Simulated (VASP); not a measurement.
# PbF2 (Fm-3m) in VASP: a series of runs

The runs below take PbF2 through single point, relaxation of cell and atoms, with PBE.

All numbers are computed with VASP 6.6.1; they aren't measurements. Logs are shortened: lines on timing, memory, paths and dates and some standing lists are left out, and cuts for length are marked.

## 1. The cell of the first run

It takes space group Fm-3m (No. 225, cubic). The conventional cell has a = 6.000 Å, b = 6.000 Å, c = 6.000 Å, α = 90.00°, β = 90.00°, γ = 90.00°. Within 3.4 Å of Pb (site symmetry m-3m) lie 8 F at 2.60 Å. F (site symmetry -43m) has 4 Pb at 2.60 Å and 6 F at 3.00 Å within 3.4 Å.

## 2. Single point, PBE

INCAR reads:

```
ALGO = Normal
EDIFF = 1E-7
ENCUT = 520
GGA = PE
ISIF = 2
ISMEAR = 0
LASPH = True
LCHARG = True
LELF = True
LREAL = False
LVHAR = True
LWAVE = False
NBANDS = 21
NELM = 60
PREC = Accurate
SIGMA = 0.02
```

KPOINTS reads:

```
k-points
0
Gamma
  8 8 8
```

POSCAR reads:

```
PbF2
1.0
    0.0000000000      2.9998549044      2.9998549044
    2.9998549044      0.0000000000      2.9998549044
    2.9998549044      2.9998549044      0.0000000000
Pb F
1 2
Direct
    0.0000000000      0.0000000000      0.0000000000
    0.7500000000      0.7500000000      0.7500000000
    0.2500000000      0.2500000000      0.2500000000
```

Potentials or basis: VASP PAW PBE potentials, release 64 (Pb_d, F).

The run is started by

```sh
> cat potpaw_PBE.64/Pb_d/POTCAR potpaw_PBE.64/F/POTCAR > POTCAR
> mpirun -np 1 vasp_std > vasp.out
```

OUTCAR:

```text
EDIFF = 1E-7
   ENCUT = 520
   GGA = PE
   ISIF = 2
   ISMEAR = 0
   LASPH = True
   LREAL = False
   NELM = 60
   PREC = Accurate

 ion  position               nearest neighbor table
   1  0.000  0.000  0.000-   2 2.60   2 2.60   3 2.60   3 2.60   2 2.60   2 2.60   3 2.60   3 2.60

   2  0.750  0.750  0.750-   1 2.60   1 2.60   1 2.60   1 2.60
   3  0.250  0.250  0.250-   1 2.60   1 2.60   1 2.60   1 2.60

  LATTYP: Found a face centered cubic cell.
 ALAT       =     5.9997098088

  Lattice vectors:

 A1 = (   0.0000000000,   2.9998549044,   2.9998549044)
 A2 = (   2.9998549044,   0.0000000000,   2.9998549044)
 A3 = (   2.9998549044,   2.9998549044,   0.0000000000)

Analysis of symmetry for initial positions (statically):
=====================================================================
 Subroutine PRICEL returns:
 Original cell was already a primitive cell.

 Routine SETGRP: Setting up the symmetry group for a
 face centered cubic supercell.

 Subroutine GETGRP returns: Found 48 space group operations
 (whereof 48 operations were pure point group operations)
 out of a pool of 48 trial point group operations.

The static configuration has the point symmetry O_h .

Analysis of symmetry for dynamics (positions and initial velocities):
=====================================================================
 Subroutine PRICEL returns:
 Original cell was already a primitive cell.

 Routine SETGRP: Setting up the symmetry group for a
 face centered cubic supercell.

 Subroutine GETGRP returns: Found 48 space group operations
 (whereof 48 operations were pure point group operations)
 out of a pool of 48 trial point group operations.

The dynamic configuration has the point symmetry O_h .

 Subroutine INISYM returns: Found 48 space group operations
 (whereof 48 operations are pure point group operations),
 and found     1 'primitive' translations

----------------------------------------------------------------------------------------

                                     Primitive cell

  volume of cell :      53.9922

  direct lattice vectors                    reciprocal lattice vectors
     0.000000000  2.999854904  2.999854904    -0.166674728  0.166674728  0.166674728
[... 76 lines left out ...]
   NGX,Y,Z   is equivalent  to a cutoff of  12.54, 12.54, 12.54 a.u.
   NGXF,Y,Z  is equivalent  to a cutoff of  25.08, 25.08, 25.08 a.u.
 SYSTEM =  unknown system
   PREC   = accura    normal or accurate (medium, high low for compatibility)
   ISTART =      0    job   : 0-new  1-cont  2-samecut
   ICHARG =      2    charge: 1-file 2-atom 10-const
   ISPIN  =      1    spin polarized calculation?
   LNONCOLLINEAR =      F non collinear calculations
   LSORBIT =      F    spin-orbit coupling
   LASPH  =      T    aspherical Exc in radial PAW
   ENCUT  =  520.0 eV  38.22 Ry    6.18 a.u.   7.89  7.89  7.89*2*pi/ulx,y,z
   NELM   =     60;   NELMIN=  2; NELMDL= -5     # of ELM steps
   EDIFF  = 0.1E-06   stopping-criterion for ELM
   LREAL  =      F    real-space projection
   EDIFFG = 0.1E-05   stopping-criterion for IOM
   NSW    =      0    number of steps for IOM
   IBRION =     -1    ionic relax: 0-MD 1-quasi-New 2-CG
   NFREE  =      0    steps in history (QN), initial steepest desc. (CG)
   ISIF   =      2    stress and relaxation
   ISYM   =      2    0-nonsym 1-usesym 2-fastsym
   POTIM  = 0.5000    time-step for ionic-motion
   TEBEG  =    0.0;   TEEND  =   0.0 temperature during run
   PSTRESS=    0.0 pullay stress
   NELECT =      28.0000    total number of electrons
   NUPDOWN=      -1.0000    fix difference up-down
   EMIN   =  10.00;   EMAX   =-10.00  energy-range for DOS
   EFERMI =   0.00;   METHOD = LEGACY
   ISMEAR =     0;   SIGMA  =   0.02  broadening in eV -4-tet -1-fermi 0-gaus
   EFERMI_NEDOS =   21; number of points for ismear=-14 and -15
   IALGO  =     38    algorithm
   IMIX   =      4    mixing-type and parameters
     AMIX     =   0.40;   BMIX     =  1.00
     AMIX_MAG =   1.60;   BMIX_MAG =  1.00
  volume/ion in A,a.u.               =      18.00       121.45
  Fermi-wavevector in a.u.,A,eV,Ry     =   1.315277  2.485513 23.537451  1.729954
  Thomas-Fermi vector in A             =   2.445471
   LORBIT       =      0    0 simple, 1 ext, 2 COOP (PROOUT), +10 PAW based schemes
   GGA     = PE    functional components
   LHFCALC =     F    Hartree Fock is set to
   AEXX    =    0.0000 exact exchange contribution
   IVDW    =     0    specifies the selected vdW correction
   LEPSILON=     F    determine dielectric tensor
   LRPA    =     F    only Hartree local field effects (RPA)
 non-spin polarized calculation
 Gauss-broadening in eV      SIGMA  =   0.02
  energy-cutoff  :      520.00
  volume of cell :       53.99
 maximum number of plane-waves:      1475
   NGX = 15   NGY = 15   NGZ = 15

 number of electron      28.0000030 magnetization

 Free energy of the ion-electron system (eV)
  ---------------------------------------------------
  ext. energy  EPLUGINS =         0.00000000
  ---------------------------------------------------
  free energy    TOTEN  =       -14.35099720 eV

  energy without entropy =      -14.35099720  energy(sigma->0) =      -14.35099720

 E-fermi :   1.6491     XC(G=0):  -9.2260

 val. band max:        1.4508757197   @ k =  -0.2500   0.5000   0.2500
 cond. band min:       5.8694993035   @ k =   0.5000   0.5000   0.0000
 fundamental gap:      4.4186235838
 Fermi energy:         1.6490658806

 k-point     1 :       0.0000    0.0000    0.0000
  band No.  band energies     occupation
      1     -19.3569      2.00000
      2     -18.7985      2.00000
      3     -12.9507      2.00000
      4     -12.9507      2.00000
      5     -12.9507      2.00000
      6     -12.9086      2.00000
[... 565 lines left out ...]
     20      17.2950      0.00000
     21      17.8370      0.00000

 [... further k-points ...]
[... 5 lines left out ...]
  --------------------------------------------------------------------------------------
  -------------------------------------------------------------------------------------
  Total       -0.0569739     -0.0569739     -0.0569739      0.0000000     -0.0000000      0.0000000
  in kB       -1.6906581     -1.6906581     -1.6906581      0.0000000     -0.0000000      0.0000000
  external PRESSURE =      -1.6906581 kB  Pullay stress =       0.0000000 kB

 VOLUME and BASIS-vectors are now :
 -----------------------------------------------------------------------------
  energy-cutoff  :      520.00
  volume of cell :       53.99
      direct lattice vectors                 reciprocal lattice vectors
     0.000000000  2.999854904  2.999854904    -0.166674728  0.166674728  0.166674728
     2.999854904  0.000000000  2.999854904     0.166674728 -0.166674728  0.166674728
     2.999854904  2.999854904  0.000000000     0.166674728  0.166674728 -0.166674728

 POSITION                                       TOTAL-FORCE (eV/Angst)
 -----------------------------------------------------------------------------------
      0.00000      0.00000      0.00000         0.000000      0.000000      0.000000
      4.49978      4.49978      4.49978         0.000000     -0.000000      0.000000
      1.49993      1.49993      1.49993        -0.000000     -0.000000     -0.000000
 -----------------------------------------------------------------------------------
    total drift:                                0.000000     -0.000000      0.000000

  FREE ENERGIE OF THE ION-ELECTRON SYSTEM (eV)
  ---------------------------------------------------
  free  energy   TOTEN  =       -14.3509971950 eV

  energy  without entropy=      -14.3509971950  energy(sigma->0) =      -14.35099720
```

OSZICAR:

```text
N       E                     dE             d eps       ncg     rms          rms(c)
DAV:   1     0.297613889829E+03    0.29761E+03   -0.14581E+04  1231   0.151E+03
DAV:   2     0.119081374074E+02   -0.28571E+03   -0.26803E+03  1320   0.424E+02
DAV:   3    -0.155535437913E+02   -0.27462E+02   -0.27109E+02  1466   0.140E+02
DAV:   4    -0.163363925245E+02   -0.78285E+00   -0.78238E+00  1371   0.247E+01
DAV:   5    -0.163621084055E+02   -0.25716E-01   -0.25713E-01  1569   0.463E+00    0.808E+00
DAV:   6    -0.143642273288E+02    0.19979E+01   -0.90965E+00  1639   0.232E+01    0.275E+00
DAV:   7    -0.143584264846E+02    0.58008E-02   -0.48406E-01  1273   0.413E+00    0.160E+00
DAV:   8    -0.143532374077E+02    0.51891E-02   -0.11098E-01  1278   0.355E+00    0.556E-01
DAV:   9    -0.143498331165E+02    0.34043E-02   -0.21598E-02  1584   0.104E+00    0.107E-01
DAV:  10    -0.143510316122E+02   -0.11985E-02   -0.19188E-03  1263   0.425E-01    0.395E-02
DAV:  11    -0.143509874823E+02    0.44130E-04   -0.17464E-04  1417   0.125E-01    0.136E-02
DAV:  12    -0.143509995562E+02   -0.12074E-04   -0.64877E-05  1331   0.732E-02    0.124E-02
DAV:  13    -0.143509971528E+02    0.24034E-05   -0.22774E-05  1493   0.446E-02    0.278E-03
DAV:  14    -0.143509971746E+02   -0.21814E-07   -0.12189E-06  1433   0.726E-03    0.403E-04
DAV:  15    -0.143509971950E+02   -0.20405E-07   -0.22254E-08   914   0.125E-03
   1 F= -.14350997E+02 E0= -.14350997E+02  d E =-.298149E-46
```

stdout:

```text
POSCAR found type information on POSCAR PbF
 POSCAR found :  2 types and       3 ions
 scaLAPACK will be used
 LDA part: xc-table for (Slater+PW92), standard interpolation
 POSCAR, INCAR and KPOINTS ok, starting setup
 FFT: planning ... GRIDC
 FFT: planning ... GRID_SOFT
 FFT: planning ... GRID
 WAVECAR not read
 entering main loop
```

It took 27 s on 1 thread of Intel Xeon Platinum 8375C at 2.90GHz (Ice Lake), shared host; peak memory 0.18 GiB.

What came out:

| Quantity | Value |
| --- | --- |
| Free energy | -14.3510 eV |
| Pressure | -0.2 GPa |
| Band gap on the k mesh | 4.42 eV (least direct gap 4.56 eV) |

Levels at points of the mesh, in eV from the valence-band top:
| k point | band 12 | band 13 | band 14 | band 15 | band 16 | band 17 |
| --- | --- | --- | --- | --- | --- | --- |
| (0.00, 0.00, 0.00) | -1.75 | -1.75 | -1.75 | 6.73 | 6.73 | 6.73 |
| (0.50, 0.00, 0.00) | -1.92 | -1.92 | -0.01 | 5.03 | 7.55 | 7.55 |
| (0.50, 0.50, 0.00) | -1.36 | -1.35 | -0.14 | 4.42 | 7.77 | 7.77 |

Caveat: spin-orbit coupling is left out, which moves the levels of the heavy elements.

## 3. Relaxation of cell and atoms, PBE

This run uses another cell than the first one, of 17.25 Å³/atom.

INCAR reads:

```
  PREC = Accurate
  ENCUT = 600
  EDIFF = 1E-7
  ISMEAR = 0
  SIGMA = 0.02
  LREAL = F
  LASPH = T
  NELM = 60
  ALGO = Normal
  ISIF = 3
  LWAVE = F
  LCHARG = F
  GGA = PE
  IBRION = 2
  NSW = 100
  EDIFFG = -0.01
```

KPOINTS reads:

```
Automatic mesh
0
Gamma
  8 8 8
```

POSCAR reads:

```
PbF2
1.0
    0.0000000000      2.9579484500      2.9579484500
    2.9579484500      0.0000000000      2.9579484500
    2.9579484500      2.9579484500      0.0000000000
Pb F
1 2
Direct
    0.0000000000      0.0000000000      0.0000000000
    0.7500000000      0.7500000000      0.7500000000
    0.2500000000      0.2500000000      0.2500000000
```

Potentials or basis: VASP PAW PBE potentials, release 64 (Pb_d, F).

The run is started by

```sh
> cat potpaw_PBE.64/Pb_d/POTCAR potpaw_PBE.64/F/POTCAR > POTCAR
> mpirun -np 1 vasp_std > vasp.out
```

OUTCAR:

```text
PREC = Accurate
   ENCUT = 600
   EDIFF = 1E-7
   ISMEAR = 0
   LREAL = F
   LASPH = T
   NELM = 60
   ISIF = 3
   GGA = PE
   IBRION = 2
   NSW = 100
   EDIFFG = -0.01

 ion  position               nearest neighbor table
   1  0.000  0.000  0.000-   2 2.56   2 2.56   2 2.56   2 2.56   3 2.56   3 2.56   3 2.56   3 2.56

   2  0.750  0.750  0.750-   1 2.56   1 2.56   1 2.56   1 2.56
   3  0.250  0.250  0.250-   1 2.56   1 2.56   1 2.56   1 2.56

  LATTYP: Found a face centered cubic cell.
 ALAT       =     5.9158969000

  Lattice vectors:

 A1 = (   0.0000000000,   2.9579484500,   2.9579484500)
 A2 = (   2.9579484500,   0.0000000000,   2.9579484500)
 A3 = (   2.9579484500,   2.9579484500,   0.0000000000)

Analysis of symmetry for initial positions (statically):
=====================================================================
[... 254 lines left out ...]
  ext. energy  EPLUGINS =         0.00000000
  ---------------------------------------------------
  free energy    TOTEN  =       -14.35004885 eV

  energy without entropy =      -14.35004885  energy(sigma->0) =      -14.35004885

 E-fermi :   1.6546     XC(G=0):  -9.2392

 val. band max:        1.4812084362   @ k =  -0.2500   0.5000   0.2500
 cond. band min:       5.9006056617   @ k =   0.5000   0.5000   0.0000
 fundamental gap:      4.4193972255
 Fermi energy:         1.6546238016

 k-point     1 :       0.0000    0.0000    0.0000
  band No.  band energies     occupation
      1     -19.3474      2.00000
      2     -18.7855      2.00000
      3     -12.9218      2.00000
      4     -12.9218      2.00000
      5     -12.9218      2.00000
      6     -12.8787      2.00000
[... 481 lines left out ...]
      5     -12.8550      2.00000
      6     -12.8269      2.00000
[... 10 lines left out ...]
     17       9.1076      0.00000
     18      12.4316      0.00000

 [... further k-points ...]
[... 5 lines left out ...]
  --------------------------------------------------------------------------------------
  -------------------------------------------------------------------------------------
  Total        0.0016728      0.0016728      0.0016728      0.0000000      0.0000000     -0.0000000
  in kB        0.0497738      0.0497738      0.0497738      0.0000000      0.0000000     -0.0000000
  external PRESSURE =       0.0497738 kB  Pullay stress =       0.0000000 kB
[... 18 lines left out ...]
  FREE ENERGIE OF THE ION-ELECTRON SYSTEM (eV)
  ---------------------------------------------------
  free  energy   TOTEN  =       -14.3500488511 eV

  energy  without entropy=      -14.3500488511  energy(sigma->0) =      -14.35004885

 reached required accuracy - stopping structural energy minimisation
```

CONTCAR:

```text
PbF2
   1.00000000000000
     0.0000000000000000    2.9971524147468980    2.9971524147468980
     2.9971524147468980    0.0000000000000000    2.9971524147468980
     2.9971524147468980    2.9971524147468980   -0.0000000000000000
  Pb              F
     1     2
Direct
     0.0000000000000000    0.0000000000000000    0.0000000000000000
     0.7500000000000000    0.7500000000000000    0.7500000000000000
     0.2500000000000000    0.2500000000000000    0.2500000000000000

  0.00000000E+00  0.00000000E+00  0.00000000E+00
  0.00000000E+00  0.00000000E+00  0.00000000E+00
  0.00000000E+00  0.00000000E+00  0.00000000E+00
```

It took 76 s on 1 thread of Intel Xeon Platinum 8375C at 2.90GHz (Ice Lake), shared host; peak memory 0.22 GiB.

What came out:

| Item | Value |
| --- | --- |
| Free energy | -14.3500 eV |
| Relaxed volume | 17.95 Å³/atom |
| Relaxed cell | a = 4.239 Å, b = 4.239 Å, c = 4.239 Å, α = 60.00°, β = 60.00°, γ = 60.00° |
| Space group after relaxing (to 0.1 Å) | Fm-3m (No. 225) |
| Energy gained by relaxing | 6.1 meV/atom |
| Ionic steps | 3 |
| Pressure after relaxing | 0.0 GPa |
| Band gap on the k mesh | 4.42 eV (least direct gap 4.56 eV) |

Step by step:
```
step  energy change (eV)  largest force (eV/Å)  pressure (GPa)  volume (Å³)
   1              0.0000                0.0000            2.90        51.76
   2             -0.0179                0.0000           -0.35        54.14
   3             -0.0182                0.0000            0.00        53.85
```

Final structure:
```
Pb F
1.0
     0.00000    2.99715    2.99715
     2.99715    0.00000    2.99715
     2.99715    2.99715    0.00000
Pb F
1 2
Direct
  0.00000 0.00000 0.00000
  0.75000 0.75000 0.75000
  0.25000 0.25000 0.25000
```

Caveat: spin-orbit coupling is left out, which moves the levels of the heavy elements. A k mesh can miss the band edges.
